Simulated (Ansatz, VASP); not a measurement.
Two plane-wave programs on Sc4As3

```
Sc As
1.0
    -4.08910    4.08910    4.08910
     4.08910   -4.08910    4.08910
     4.08910    4.08910   -4.08910
Sc As
8 6
Direct
  0.50000 0.00000 0.36042
  0.63958 0.63958 0.63958
  0.00000 0.36042 0.50000
  0.36042 0.50000 0.00000
  0.86042 0.50000 0.00000
  0.50000 0.00000 0.86042
  0.00000 0.86042 0.50000
  0.13958 0.13958 0.13958
  0.37500 0.25000 0.62500
  0.62500 0.37500 0.25000
  0.25000 0.62500 0.37500
  0.75000 0.87500 0.12500
  0.12500 0.75000 0.87500
  0.87500 0.12500 0.75000
```

Alike in both runs: functional PBE; k mesh 6 × 6 × 6; occupations gaussian, width 0.1 eV; no spin polarisation.

Ansatz relaxed the structure, and its values are those at the end. VASP's run is a single point on that final structure, the one shown.

```csv
,VASP,Ansatz
version,VASP 6.6.1,Ansatz 0.2.0
potentials or method,"VASP PAW PBE potentials, release 64 (Sc_sv, As), cutoff 520 eV","scalar-relativistic, plane waves, PAW"
valence electrons in the cell,118,178
```

Ansatz gave:

| Property | Result |
| --- | --- |
| gap on the k mesh at the Fermi level (eV) | none |
| pressure (GPa) | 0.0 |
| rms of the force components (eV/Å) | 0.000 |

Estimate VASP's values.

gap on the k mesh at the Fermi level (eV): none; pressure (GPa): 0.3; rms of the force components (eV/Å): 0.004.

A gap of «none» marks a metal or a gap that the smearing closes. VASP's potentials hold 118 valence electrons a cell and Ansatz's 178, so a difference there can come from the potentials and not from the codes.
